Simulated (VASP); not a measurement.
Write the native input for VASP 6.6.1 that does the following.

- Task: relaxation of cell and atoms
- Functional: PBE
- Potentials or basis: VASP PAW PBE potentials, release 64 (Ir)
- Cutoff: 500 eV
- k mesh: 8 × 8 × 8
- Occupations: gaussian, width 0.1 eV
- Spin: no spin polarisation
- Dipole correction: no
- Further INCAR settings: ALGO = Normal; EDIFF = 1e-07; IBRION = 2; EDIFFG = -0.05; NSW = 100; ISIF = 3

The structure of Ir lies in POSCAR:

```
Ir
1.0
    0.0000000000      1.9117432834      1.9117432834
    1.9117432834      0.0000000000      1.9117432834
    1.9117432834      1.9117432834      0.0000000000
Ir
1
Direct
    0.0000000000      0.0000000000      0.0000000000
```

These files were run (other wordings do the same):

INCAR

```
ALGO = Normal ; EDIFF = 1E-7
EDIFFG = -0.05 ; ENCUT = 500
GGA = PE ; GGA_COMPAT = False
IBRION = 2 ; ISIF = 3
ISMEAR = 0 ; LASPH = True
LCHARG = False ; LREAL = False
LWAVE = False ; NELM = 120
NELMIN = 4 ; NSW = 100
PREC = Accurate ; SIGMA = 0.1
```

KPOINTS

```
k-points
0
Gamma
  8 8 8
```

Potentials or basis: VASP PAW PBE potentials, release 64 (Ir).

Run with:

```sh
$ cat potpaw_PBE.64/Ir/POTCAR > POTCAR
$ mpirun -np 1 vasp_std > vasp.out
```

Results of the run:

The relaxed volume is 14.58 Å³/atom and the relaxed cell is a = 2.742 Å, b = 2.742 Å, c = 2.742 Å, α = 60.00°, β = 60.00°, γ = 60.00°. The space group after relaxing (to 0.1 Å) is Fm-3m (No. 225), the energy gained by relaxing is 28.8 meV/atom and the ionic steps are 4. The pressure after relaxing is -0.1 GPa. The band gap on the k mesh is zero (an odd number of electrons rules out a gap without spin polarisation).

Caveat: spin-orbit coupling is left out, which moves the levels of the heavy elements.

Wall time 9.3 s on 1 thread of Intel(R) Xeon(R) Platinum 8375C CPU @ 2.90GHz (Ice Lake) (shared host), peak memory 0.14 GiB.
